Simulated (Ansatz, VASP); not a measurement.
# V in VASP and in Ansatz

```
V
1.0
    -1.47044    1.44891    1.53004
     1.40387   -1.44276    1.45732
     1.55969    1.53202   -1.52388
V
1
Direct
  0.00000 0.00000 0.00000
```

Alike in both runs: task single point; functional PBEsol; k mesh 9 × 9 × 9; occupations fermi-dirac, width 0.15 eV; collinear spin.

|  | VASP | Ansatz |
| --- | --- | --- |
| version | VASP 6.6.1 | Ansatz 0.2.0 |
| potentials or method | VASP PAW PBE potentials, release 64 (V_sv), cutoff 520 eV | plane waves, PAW |
| valence electrons in the cell | 13 | 13 |

|  | VASP | Ansatz | Ansatz less VASP |
| --- | --- | --- | --- |
| pressure (GPa) | -2.5 | -2.7 | -0.21 |
| traceless stress, the component that is largest in VASP (GPa) | -0.95 | -0.94 | +0.011 |
| net moment per atom (μB) | 0.00 | 0.00 | -0.001 |

VASP's potentials were made for PBE, not for PBEsol. Ansatz's warnings: seeded moment not kept, stress scf threshold loose.
